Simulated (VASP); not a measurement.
Set up this calculation in VASP 6.6.1, as the native input.

```
Task                   : relaxation of cell and atoms
Functional             : PBE
Potentials or basis    : VASP PAW PBE potentials, release 64 (Te, Pt)
Cutoff                 : 600 eV
k mesh                 : 12 × 12 × 12
Occupations            : gaussian, width 0.1 eV
Spin                   : no spin polarisation
Dipole correction      : no
Further INCAR settings : ALGO = Fast; EDIFF = 1e-07; IBRION = 2; EDIFFG = -0.01; NSW = 100; ISIF = 3
```

The structure of TePt3 lies in POSCAR:

```
TePt3
1.0
    4.1340220460      0.0000000000      0.0000000000
    0.0000000000      4.1340220460      0.0000000000
    0.0000000000      0.0000000000      4.1340220460
Te Pt
1 3
Direct
    0.0000000000      0.0000000000      0.0000000000
    0.0000000000      0.5000000000      0.5000000000
    0.5000000000      0.0000000000      0.5000000000
    0.5000000000      0.5000000000      0.0000000000
```

The input as run:

INCAR

```
ALGO = Fast ; EDIFF = 1E-7
EDIFFG = -0.01 ; ENCUT = 600
GGA = PE ; IBRION = 2
ISIF = 3 ; ISMEAR = 0
LASPH = T ; LCHARG = F
LREAL = F ; LWAVE = F
NELM = 100 ; NSW = 100
PREC = Accurate ; SIGMA = 0.1
```

KPOINTS

```
k-points
0
Gamma
  12 12 12
```

Potentials or basis: VASP PAW PBE potentials, release 64 (Te, Pt).

Run with:

```sh
$ cat potpaw_PBE.64/Te/POTCAR potpaw_PBE.64/Pt/POTCAR > POTCAR
$ mpirun -np 1 vasp_std > vasp.out
```

Results of the run:

```json
{
 "Relaxed volume": "17.57 Å³/atom",
 "Relaxed cell": "a = 4.127 Å, b = 4.127 Å, c = 4.127 Å, α = 90.00°, β = 90.00°, γ = 90.00°",
 "Space group after relaxing (to 0.05 Å)": "Pm-3m (No. 221)",
 "Energy gained by relaxing": "0.2 meV/atom",
 "Ionic steps": "3",
 "Pressure after relaxing": "0.0 GPa",
 "Band gap on the k mesh": "zero (band 18 reaches 11.17 eV, above the bottom of band 19 at 10.42 eV)"
}
```

Caveat: spin-orbit coupling is left out, which moves the levels of the heavy elements.

Run time: 4.7 min on 1 thread of Intel(R) Xeon(R) Platinum 8375C CPU @ 2.90GHz (Ice Lake) (shared host), peak memory 0.32 GiB.
